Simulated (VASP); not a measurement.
Set up this calculation in VASP 6.6.1, as the native input.

```
Task                   : single point
Functional             : PBE
Potentials or basis    : VASP PAW PBE potentials, release 64 (Zn, Se, S)
Cutoff                 : 520 eV
k mesh                 : 12 × 12 × 2
Occupations            : gaussian, width 0.02 eV
Spin                   : no spin polarisation
Dipole correction      : no
Further INCAR settings : ALGO = Normal; EDIFF = 1e-06; NBANDS = 46
```

The structure of Zn4Se3S lies in POSCAR:

```
Zn4Se3S
1.0
    3.9992222997      0.0000000000      0.0000000000
   -1.9996111498      3.4634281069      0.0000000000
    0.0000000000      0.0000000000     13.1057884940
Zn Se S
4 3 1
Direct
    0.0000000000      0.0000000000      0.0080553984
    0.0000000000      0.0000000000      0.4978467712
    0.3333333333      0.6666666667      0.2422826375
    0.6666666667      0.3333333333      0.7526157901
    0.0000000000      0.0000000000      0.6868374723
    0.3333333333      0.6666666667      0.4323316289
    0.6666666667      0.3333333333      0.9420630921
    0.0000000000      0.0000000000      0.1879672096
```

One way to write it, as run:

INCAR

```
SYSTEM = Zn4Se3S
PREC     = Accurate       ! precision mode
ENCUT    = 520            ! plane-wave cutoff, eV
EDIFF    = 1E-6           ! SCF threshold, eV
ISMEAR   = 0              ! smearing method
SIGMA    = 0.02           ! smearing width, eV
LREAL    = .False.        ! projectors in reciprocal space
LASPH    = .True.         ! aspherical terms in the spheres
NELM     = 80             ! most SCF steps
ALGO     = Normal         ! electronic algorithm
ISIF     = 2              ! what is computed and relaxed
LWAVE    = .False.        ! write WAVECAR
LCHARG   = .True.         ! write CHGCAR
GGA      = PE             ! functional
LELF     = .True.         ! ELF
LVHAR    = .True.       
NBANDS   = 46             ! bands
```

KPOINTS

```
regular mesh
0
Gamma
  12 12 2
  0 0 0
```

Potentials or basis: VASP PAW PBE potentials, release 64 (Zn, Se, S).

Launch:

```console
$ cat potpaw_PBE.64/Zn/POTCAR potpaw_PBE.64/Se/POTCAR potpaw_PBE.64/S/POTCAR > POTCAR
$ mpirun -np 1 vasp_std > vasp.out
```

It gave:

```yaml
Pressure: 0.2 GPa
Largest_force: 0.009 eV/Å
Band_gap_on_the_k_mesh: 1.23 eV
```

Run time: 9.7 min on 1 thread of Intel Xeon 8259CL (shared host), peak memory 0.46 GiB.
